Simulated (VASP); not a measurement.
# TiS2 (P-3m1) in VASP: further runs, part 2 of 2

VASP 6.6.1. Earlier steps stand in the parts before.

**4. Electric field gradients, PBE (19.90 Å³/atom)**

This run uses another cell than the first one, of 19.90 Å³/atom.

File INCAR:

```
PREC = Accurate
ENCUT = 400
EDIFF = 1E-8
ISMEAR = -1
SIGMA = 0.05
LREAL = F
LASPH = T
NELM = 120
ALGO = Normal
ISIF = 2
LWAVE = F
LCHARG = F
GGA = PE
LEFG = T
NBANDS = 19
GGA_COMPAT = F
```

File KPOINTS:

```
Automatic mesh
0
Gamma
  14 14 7
```

File POSCAR:

```
TiS2
1.0
    3.4569004660      0.0000000000      0.0000000000
   -1.7284502330      2.9937636219      0.0000000000
    0.0000000000      0.0000000000      5.7699428048
Ti S
1 2
Direct
    0.0000000000      0.0000000000      0.0000000000
    0.3333333333      0.6666666667      0.2500000000
    0.6666666667      0.3333333333      0.7500000000
```

Potentials or basis: VASP PAW PBE potentials, release 64 (Ti_sv, S).

Command:

```sh
cat potpaw_PBE.64/Ti_sv/POTCAR potpaw_PBE.64/S/POTCAR > POTCAR
mpirun -np 1 vasp_std > vasp.out
```

OUTCAR:

```text
PREC = Accurate
   ENCUT = 400
   EDIFF = 1E-8
   ISMEAR = -1
   LREAL = F
   LASPH = T
   NELM = 120
   ISIF = 2
   GGA = PE

 ion  position               nearest neighbor table
   1  0.000  0.000  0.000-   2 2.46   3 2.46   2 2.46   3 2.46   3 2.46   2 2.46
   2  0.333  0.667  0.250-   1 2.46   1 2.46   1 2.46
   3  0.667  0.333  0.750-   1 2.46   1 2.46   1 2.46

  LATTYP: Found a hexagonal cell.
 ALAT       =     3.4569004660
 C/A-ratio  =     1.6691087469

  Lattice vectors:

 A1 = (   3.4569004660,   0.0000000000,   0.0000000000)
 A2 = (  -1.7284502330,   2.9937636219,   0.0000000000)
 A3 = (   0.0000000000,   0.0000000000,   5.7699428048)

Analysis of symmetry for initial positions (statically):
=====================================================================
 Subroutine PRICEL returns:
 Original cell was already a primitive cell.

 Routine SETGRP: Setting up the symmetry group for a
 hexagonal supercell.

[... 723 lines left out ...]

 POSITION                                       TOTAL-FORCE (eV/Angst)
 -----------------------------------------------------------------------------------
      0.00000      0.00000      0.00000         0.000000      0.000000     -0.000000
     -0.00000      1.99584      1.44249         0.000000     -0.000000     -0.532244
      1.72845      0.99792      4.32746        -0.000000      0.000000      0.532244
 -----------------------------------------------------------------------------------
    total drift:                               -0.000000      0.000000      0.000000

  FREE ENERGIE OF THE ION-ELECTRON SYSTEM (eV)
  ---------------------------------------------------
  free  energy   TOTEN  =       -19.9065158535 eV

  energy  without entropy=      -19.9035402450  energy(sigma->0) =      -19.90502805

 Electric field gradients (V/A^2)
---------------------------------------------------------------------
 ion       V_xx      V_yy      V_zz      V_xy      V_xz      V_yz
---------------------------------------------------------------------
   1       8.828     8.826   -17.654    -0.002    -0.000     0.000
   2       5.286     5.285   -10.572    -0.001     0.000    -0.000
   3       5.286     5.285   -10.572    -0.001     0.000    -0.000
---------------------------------------------------------------------

 Electric field gradients after diagonalization (V/A^2)
 (convention: |V_zz| > |V_xx| > |V_yy|)
----------------------------------------------------------------------
 ion       V_xx      V_yy      V_zz     asymmetry (V_yy - V_xx)/ V_zz
----------------------------------------------------------------------
   1       8.829     8.825   -17.654       0.000
   2       5.287     5.285   -10.572       0.000
   3       5.287     5.285   -10.572       0.000
----------------------------------------------------------------------

           NMR quadrupolar parameters

 Cq : quadrupolar parameter    Cq=e*Q*V_zz/h
 eta: asymmetry parameters     (V_yy - V_xx)/ V_zz
 Q  : nuclear electric quadrupole moment in mb (millibarn)
----------------------------------------------------------------------
 ion       Cq(MHz)       eta       Q (mb)
----------------------------------------------------------------------
   1      -0.043       0.000       1.000
   2      -0.026       0.000       1.000
   3      -0.026       0.000       1.000
----------------------------------------------------------------------
```

OSZICAR:

```text
N       E                     dE             d eps       ncg     rms          rms(c)
DAV:   1     0.184685412270E+03    0.18469E+03   -0.10089E+04  5472   0.105E+03
DAV:   2    -0.652132105216E+01   -0.19121E+03   -0.18490E+03  5963   0.301E+02
DAV:   3    -0.233267624593E+02   -0.16805E+02   -0.16537E+02  7385   0.897E+01
[... 11 lines left out ...]
DAV:  15    -0.199065158497E+02   -0.87643E-06   -0.11825E-05  6207   0.224E-02    0.112E-02
DAV:  16    -0.199065158172E+02    0.32580E-07   -0.27619E-06  6362   0.889E-03    0.138E-03
DAV:  17    -0.199065158756E+02   -0.58401E-07   -0.28450E-07  6568   0.349E-03    0.197E-03
DAV:  18    -0.199065158533E+02    0.22208E-07   -0.17104E-07  6599   0.312E-03    0.183E-03
DAV:  19    -0.199065158535E+02   -0.12324E-09   -0.69443E-08  5298   0.171E-03
   1 F= -.19906516E+02 E0= -.19905028E+02  d E =-.297561E-02
```

stdout:

```text
POSCAR found type information on POSCAR TiS
 POSCAR found :  2 types and       3 ions
 scaLAPACK will be used
 LDA part: xc-table for (Slater+PW92), standard interpolation
 POSCAR, INCAR and KPOINTS ok, starting setup
 FFT: planning ... GRIDC
 FFT: planning ... GRID_SOFT
 FFT: planning ... GRID
 WAVECAR not read
 entering main loop
ion   1

ion   2

ion   3
```

Wall time 2.8 min (1 thread of Intel Xeon 8259CL, shared host); peak memory 0.23 GiB.

What came out:

| Quantity | Value |
| --- | --- |
| Free energy | -19.9065 eV |
| Pressure | -3.3 GPa |
| Largest force | 0.532 eV/Å |
| Band gap on the k mesh | zero (bands 12 and 13 overlap by 0.03 eV) |
| Largest electric field gradient by atom | Ti -17.7; S -10.6 V/Å² |

Forces on the atoms (eV/Å):
```
Ti   0.000  0.000  0.000
S    0.000  0.000 -0.532
S    0.000  0.000  0.532
```

Stress tensor (GPa, compression positive):
```
-3.64  0.00  0.00
 0.00 -3.64  0.00
 0.00  0.00 -2.61
```

Electric field gradients, principal values (V/Å²):
```tsv
atom	least	middle	greatest (by size)
1 Ti	8.825	8.829	-17.654
2 S	5.285	5.287	-10.572
3 S	5.285	5.287	-10.572
```

Caveat: the cell stands under tension; without QUAD_EFG the Cq values of the log hold for a quadrupole moment of 1 mb, not for the nuclei; this functional lacks dispersion, which binds layers or chains, so the pressure and a relaxed spacing across them are unreliable.

**5. Electric field gradients, PBE (19.90 Å³/atom)**

This run uses another cell than the first one, of 19.90 Å³/atom.

File INCAR:

```
SYSTEM = TiS2
PREC = Accurate
ENCUT = 400
EDIFF = 1E-8
ISMEAR = -1
SIGMA = 0.05
LREAL = .FALSE.
LASPH = .TRUE.
NELM = 120
ALGO = Normal
ISIF = 2
LWAVE = .FALSE.
LCHARG = .FALSE.
GGA = PE
LEFG = .TRUE.
NBANDS = 19
GGA_COMPAT = .FALSE.
```

File KPOINTS:

```
Automatic mesh
0
G
  14 14 7
  0 0 0
```

POSCAR is that of step 4.

Potentials or basis: VASP PAW PBE potentials, release 64 (Ti_sv, S).

Command:

```sh
cat potpaw_PBE.64/Ti_sv/POTCAR potpaw_PBE.64/S/POTCAR > POTCAR
mpirun -np 1 vasp_std > vasp.out
```

OUTCAR:

```text
SYSTEM = TiS2
   PREC = Accurate
   ENCUT = 400
   EDIFF = 1E-8
   ISMEAR = -1
   LREAL = .FALSE.
   LASPH = .TRUE.
   NELM = 120
   ISIF = 2
   GGA = PE

 ion  position               nearest neighbor table
   1  0.000  0.000  0.000-   2 2.46   3 2.46   2 2.46   3 2.46   3 2.46   2 2.46
   2  0.333  0.667  0.250-   1 2.46   1 2.46   1 2.46
   3  0.667  0.333  0.750-   1 2.46   1 2.46   1 2.46

  LATTYP: Found a hexagonal cell.
 ALAT       =     3.4569004660
 C/A-ratio  =     1.6691087469

  Lattice vectors:

 A1 = (   3.4569004660,   0.0000000000,   0.0000000000)
 A2 = (  -1.7284502330,   2.9937636219,   0.0000000000)
 A3 = (   0.0000000000,   0.0000000000,   5.7699428048)

Analysis of symmetry for initial positions (statically):
=====================================================================
 Subroutine PRICEL returns:
 Original cell was already a primitive cell.

 Routine SETGRP: Setting up the symmetry group for a
 hexagonal supercell.

 Subroutine GETGRP returns: Found 12 space group operations
 (whereof 12 operations were pure point group operations)
 out of a pool of 24 trial point group operations.

The static configuration has the point symmetry D_3d.

Analysis of symmetry for dynamics (positions and initial velocities):
=====================================================================
 Subroutine PRICEL returns:
 Original cell was already a primitive cell.

 Routine SETGRP: Setting up the symmetry group for a
 hexagonal supercell.

 Subroutine GETGRP returns: Found 12 space group operations
[... 158 lines left out ...]
 Fermi energy:         4.9893716707

 k-point     1 :       0.0000    0.0000    0.0000
  band No.  band energies     occupation
      1     -52.7561      2.00000
      2     -28.9703      2.00000
      3     -28.9354      2.00000
      4     -28.9354      2.00000
      5      -8.5131      2.00000
      6      -6.9658      2.00000
[... 505 lines left out ...]
      6      -6.7671      2.00000
[... 11 lines left out ...]
     18      11.6228      0.00000
     19      14.1354      0.00000

 [... further k-points ...]
[... 5 lines left out ...]
  --------------------------------------------------------------------------------------
  -------------------------------------------------------------------------------------
  Total       -1.3579515     -1.3579515     -0.9725765      0.0000000     -0.0000000      0.0000000
  in kB      -36.4350152    -36.4350152    -26.0950693      0.0000000     -0.0000000      0.0000000
  external PRESSURE =     -32.9883666 kB  Pullay stress =       0.0000000 kB

 VOLUME and BASIS-vectors are now :
 -----------------------------------------------------------------------------
  energy-cutoff  :      400.00
  volume of cell :       59.71
      direct lattice vectors                 reciprocal lattice vectors
     3.456900466  0.000000000  0.000000000     0.289276480  0.167013854  0.000000000
    -1.728450233  2.993763622  0.000000000     0.000000000  0.334027708  0.000000000
     0.000000000  0.000000000  5.769942805     0.000000000  0.000000000  0.173311943

 POSITION                                       TOTAL-FORCE (eV/Angst)
 -----------------------------------------------------------------------------------
      0.00000      0.00000      0.00000         0.000000      0.000000     -0.000000
     -0.00000      1.99584      1.44249         0.000000     -0.000000     -0.532244
      1.72845      0.99792      4.32746        -0.000000      0.000000      0.532244
 -----------------------------------------------------------------------------------
    total drift:                               -0.000000      0.000000      0.000000

  FREE ENERGIE OF THE ION-ELECTRON SYSTEM (eV)
  ---------------------------------------------------
  free  energy   TOTEN  =       -19.9065158535 eV

  energy  without entropy=      -19.9035402450  energy(sigma->0) =      -19.90502805

 Electric field gradients (V/A^2)
---------------------------------------------------------------------
 ion       V_xx      V_yy      V_zz      V_xy      V_xz      V_yz
---------------------------------------------------------------------
   1       8.828     8.826   -17.654    -0.002    -0.000     0.000
   2       5.286     5.285   -10.572    -0.001     0.000    -0.000
   3       5.286     5.285   -10.572    -0.001     0.000    -0.000
---------------------------------------------------------------------

 Electric field gradients after diagonalization (V/A^2)
 (convention: |V_zz| > |V_xx| > |V_yy|)
----------------------------------------------------------------------
 ion       V_xx      V_yy      V_zz     asymmetry (V_yy - V_xx)/ V_zz
----------------------------------------------------------------------
   1       8.829     8.825   -17.654       0.000
   2       5.287     5.285   -10.572       0.000
   3       5.287     5.285   -10.572       0.000
----------------------------------------------------------------------

           NMR quadrupolar parameters

 Cq : quadrupolar parameter    Cq=e*Q*V_zz/h
 eta: asymmetry parameters     (V_yy - V_xx)/ V_zz
 Q  : nuclear electric quadrupole moment in mb (millibarn)
----------------------------------------------------------------------
 ion       Cq(MHz)       eta       Q (mb)
----------------------------------------------------------------------
   1      -0.043       0.000       1.000
   2      -0.026       0.000       1.000
   3      -0.026       0.000       1.000
----------------------------------------------------------------------
```

stdout:

```text
POSCAR found type information on POSCAR TiS
 POSCAR found :  2 types and       3 ions
 scaLAPACK will be used
 LDA part: xc-table for (Slater+PW92), standard interpolation
 POSCAR, INCAR and KPOINTS ok, starting setup
 FFT: planning ... GRIDC
 FFT: planning ... GRID_SOFT
 FFT: planning ... GRID
 WAVECAR not read
 entering main loop
ion   1

ion   2

ion   3
```

Run time: 3 min. Hardware: 1 thread of Intel Xeon 8259CL, shared host; peak memory 0.23 GiB.

Results:

* Free energy: -19.9065 eV
* Pressure: -3.3 GPa
* Largest force: 0.532 eV/Å
* Band gap on the k mesh: zero (bands 12 and 13 overlap by 0.03 eV)
* Largest electric field gradient by atom: Ti -17.7; S -10.6 V/Å²

Forces on the atoms (eV/Å):
```
Ti   0.000  0.000  0.000
S    0.000  0.000 -0.532
S    0.000  0.000  0.532
```

Electric field gradients, principal values (V/Å²):
```
atom  least  middle  greatest (by size)
1 Ti  8.825   8.829             -17.654
 2 S  5.285   5.287             -10.572
 3 S  5.285   5.287             -10.572
```

Caveat: the cell stands under tension; without QUAD_EFG the Cq values of the log hold for a quadrupole moment of 1 mb, not for the nuclei; this functional lacks dispersion, which binds layers or chains, so the pressure and a relaxed spacing across them are unreliable.

**6. Summary**

```tsv
cell	gap on the mesh (eV)	pressure (GPa)	largest force (eV/Å)
a = 3.389, b = 3.389, c = 5.657 Å, angles 90.0, 90.0, 120.0°, 3 atoms	none	2.3	0.10
a = 3.423, b = 3.423, c = 5.714 Å, angles 90.0, 90.0, 120.0°, 3 atoms	none	-0.7	0.23
a = 3.457, b = 3.457, c = 5.770 Å, angles 90.0, 90.0, 120.0°, 3 atoms	none	-3.3	0.53
```

Alike in all rows: task electric field gradients; level PBE; potentials or basis VASP PAW PBE potentials, release 64 (Ti_sv, S); no spin polarisation; k mesh 14 × 14 × 7; cutoff (eV) 400; smearing fermi-dirac 0.05 eV.

Caveats: this functional lacks dispersion, which binds layers or chains, so the pressure and a relaxed spacing across them are unreliable (at least some runs); the cell stands under tension (at least some runs).

Total energies depend on the potentials used, so only differences within one code and one set of settings carry meaning.
